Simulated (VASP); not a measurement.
Set up this calculation in VASP 6.6.1, as the native input.

- Task: single point
- Functional: PBE
- Potentials or basis: VASP PAW PBE potentials, release 64 (Lu)
- Cutoff: 520 eV
- k mesh: 12 × 12 × 12
- Occupations: fermi-dirac, width 0.1 eV
- Spin: no spin polarisation
- Dipole correction: no
- Further INCAR settings: ALGO = Normal; EDIFF = 1e-06; NBANDS = 18

The structure of Lu lies in POSCAR:

```
Lu
1.0
    3.0379670661      0.0000000000      0.0000000000
    0.0000000000      3.0379670661      0.0000000000
    0.0000000000      0.0000000000      3.0379670661
Lu
1
Direct
    0.0000000000      0.0000000000      0.0000000000
```

This cell differs from its parent crystal: volume scaled by 0.85.

One way to write it, as run:

INCAR

```
  ALGO = Normal
  EDIFF = 1E-6
  ENCUT = 520
  GGA = PE
  ISIF = 2
  ISMEAR = -1
  LASPH = True
  LCHARG = True
  LELF = True
  LREAL = False
  LVHAR = True
  LWAVE = False
  NBANDS = 18
  NELM = 80
  PREC = Accurate
  SIGMA = 0.1
```

KPOINTS

```
k-points
0
Gamma
  12 12 12
```

Potentials or basis: VASP PAW PBE potentials, release 64 (Lu).

Launch:

```bash
$ cat potpaw_PBE.64/Lu/POTCAR > POTCAR
$ mpirun -np 1 vasp_std > vasp.out
```

Results of the run:

The pressure is 6.3 GPa.

It took 18 s on 1 thread of Intel(R) Xeon(R) Platinum 8488C (Sapphire Rapids), with other jobs on the host, peak memory 0.17 GiB.
